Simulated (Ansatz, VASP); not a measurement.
**One calculation of Ga2O3, two programs**

```
Ga O
1.0
     1.38674   -4.62005    0.00000
     1.38674    4.62005    0.00000
     0.00000    0.00000    7.19675
Ga O
4 6
Direct
  0.24701 0.75299 0.75000
  0.75299 0.24701 0.25000
  0.00000 0.00000 0.00000
  0.00000 0.00000 0.50000
  0.36325 0.63675 0.42393
  0.63675 0.36325 0.57607
  0.63675 0.36325 0.92393
  0.36325 0.63675 0.07607
  0.10677 0.89323 0.25000
  0.89323 0.10677 0.75000
```

Alike in both runs: functional r2SCAN; k mesh 10 × 10 × 4; occupations gaussian, width 0.02 eV; no spin polarisation.

Ansatz relaxed the structure, and its values are those at the end. VASP's run is a single point on that final structure, the one shown.

|  | VASP | Ansatz |
| --- | --- | --- |
| version | VASP 6.6.1 | Ansatz 0.2.0 |
| potentials or method | VASP PAW PBE potentials, release 64 (Ga_d, O), cutoff 520 eV | scalar-relativistic, plane waves, PAW |
| valence electrons in the cell | 88 | 88 |

```tsv
	VASP	Ansatz	Ansatz less VASP
gap on the k mesh at the Fermi level (eV)	2.31	2.32	+0.009
least direct gap on the mesh (eV)	2.33	2.34	+0.009
pressure (GPa)	1.8	0.0	-1.78
rms of the force components (eV/Å)	0.045	0.000	-0.0446
```

VASP's potentials were made for PBE, not for r2SCAN.
